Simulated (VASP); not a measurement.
Set up this calculation in VASP 6.6.1, as the native input.

* Task: relaxation of cell and atoms
* Functional: r2SCAN
* Potentials or basis: VASP PAW PBE potentials, release 64 (Ca_sv, I)
* Cutoff: 600 eV
* k mesh: 8 × 8 × 7
* Occupations: fermi-dirac, width 0.1 eV
* Spin: no spin polarisation
* Dipole correction: no
* Further INCAR settings: ALGO = Normal; EDIFF = 1e-07; IBRION = 2; EDIFFG = -0.01; NSW = 80; ISIF = 3

The system is CaI.

```
Ca I
1.0
     4.14682    0.00000    0.00000
    -2.07341    3.59125    0.00000
     0.00000    0.00000    4.57623
Ca I
1 1
Direct
  0.00000 0.00000 0.50000
  0.66667 0.33333 0.00000
```

The input as run:

POSCAR

```
CaI
1.0
    4.1468200000      0.0000000000      0.0000000000
   -2.0734100000      3.5912514649      0.0000000000
    0.0000000000      0.0000000000      4.5762290000
Ca I
1 1
Direct
    0.0000000000      0.0000000000      0.5000000000
    0.6666666667      0.3333333333      0.0000000000
```

INCAR.step1

```
PREC     = Accurate       # precision mode
ENCUT    = 600            # plane-wave cutoff, eV
ISMEAR   = -1             # smearing method
SIGMA    = 0.1            # smearing width, eV
LREAL    = False          # projectors in reciprocal space
LASPH    = True           # aspherical terms in the spheres
NELM     = 80             # most SCF steps
GGA      = PE             # functional
ALGO     = Normal         # electronic algorithm
EDIFF    = 1E-4           # SCF threshold, eV
LWAVE    = True           # write WAVECAR
LCHARG   = False          # write CHGCAR
```

INCAR.step2

```
PREC     = Accurate       # precision mode
ENCUT    = 600            # plane-wave cutoff, eV
EDIFF    = 1E-7           # SCF threshold, eV
ISMEAR   = -1             # smearing method
SIGMA    = 0.1            # smearing width, eV
LREAL    = False          # projectors in reciprocal space
LASPH    = True           # aspherical terms in the spheres
NELM     = 80             # most SCF steps
ALGO     = Normal         # electronic algorithm
ISIF     = 3              # what is computed and relaxed
LWAVE    = False          # write WAVECAR
LCHARG   = False          # write CHGCAR
METAGGA  = R2SCAN         # meta-GGA
LMIXTAU  = True         
IBRION   = 2              # ionic algorithm
NSW      = 80             # ionic steps
EDIFFG   = -0.01          # ionic threshold
ISTART   = 1
```

KPOINTS

```
regular mesh
0
Gamma
  8 8 7
```

Potentials or basis: VASP PAW PBE potentials, release 64 (Ca_sv, I).

Command:

```bash
$ cat potpaw_PBE.64/Ca_sv/POTCAR potpaw_PBE.64/I/POTCAR > POTCAR
$ cp INCAR.step1 INCAR
$ mpirun -np 1 vasp_std > vasp.out
$ cp INCAR.step2 INCAR
$ mpirun -np 1 vasp_std > vasp.out
```

It gave:

```json
{"Relaxed volume": "33.47 Å³/atom", "Relaxed cell": "a = 4.141 Å, b = 4.141 Å, c = 4.508 Å, α = 90.00°, β = 90.00°, γ = 120.00°", "Space group after relaxing (to 0.1 Å)": "P-6m2 (No. 187)", "Energy gained by relaxing": "1.2 meV/atom", "Ionic steps": "5", "Pressure after relaxing": "0.0 GPa", "Band gap on the k mesh": "zero (an odd number of electrons rules out a gap without spin polarisation)"}
```

Caveat: the PAW data sets were made with another functional, which shifts forces and pressure a little; spin-orbit coupling is left out, which moves the levels of the heavy elements; an odd number of electrons without spin polarisation forces a metal; a magnetic or distorted state may lie lower.

It took 4.9 min on 1 thread of Intel(R) Xeon(R) 6975P-C (Granite Rapids), with other jobs on the host, peak memory 0.26 GiB.
